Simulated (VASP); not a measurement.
A run of VASP 6.6.1:

File INCAR:

```
PREC     = Accurate       # precision mode
ENCUT    = 520            # plane-wave cutoff, eV
EDIFF    = 1E-6           # SCF threshold, eV
ISMEAR   = -1             # smearing method
SIGMA    = 0.03           # smearing width, eV
LREAL    = F              # projectors in reciprocal space
LASPH    = T              # aspherical terms in the spheres
NELM     = 150            # most SCF steps
ALGO     = Normal         # electronic algorithm
ISIF     = 2              # what is computed and relaxed
LWAVE    = F              # write WAVECAR
LCHARG   = F              # write CHGCAR
ISPIN    = 2              # spin polarisation
MAGMOM   = 0.75           # initial moments
LORBIT   = 11             # projections on sites
NUPDOWN  = 0.75           # fixed moment
LMAXMIX  = 4              # l up to which the mixer works
GGA      = PE             # functional
NBANDS   = 14             # bands
```

KPOINTS

```
regular mesh
0
Gamma
  15 15 15
```

File POSCAR:

```
Ir
1.0
    0.0000000000      1.9156000000      1.9156000000
    1.9156000000      0.0000000000      1.9156000000
    1.9156000000      1.9156000000      0.0000000000
Ir
1
Direct
    0.0000000000      0.0000000000      0.0000000000
```

Potentials or basis: VASP PAW PBE potentials, release 64 (Ir).

Run with:

```bash
$ cat potpaw_PBE.64/Ir/POTCAR > POTCAR
$ mpirun -np 1 vasp_std > vasp.out
```

Hardware: 1 thread of Intel Xeon 8259CL, on a shared host.

**Question.** How long does it take, and how much memory?

**Answer.** It took 68 s on 1 thread of Intel Xeon 8259CL, with other jobs on the host, peak memory 0.16 GiB. Counts: scf iterations 13, k points 120.
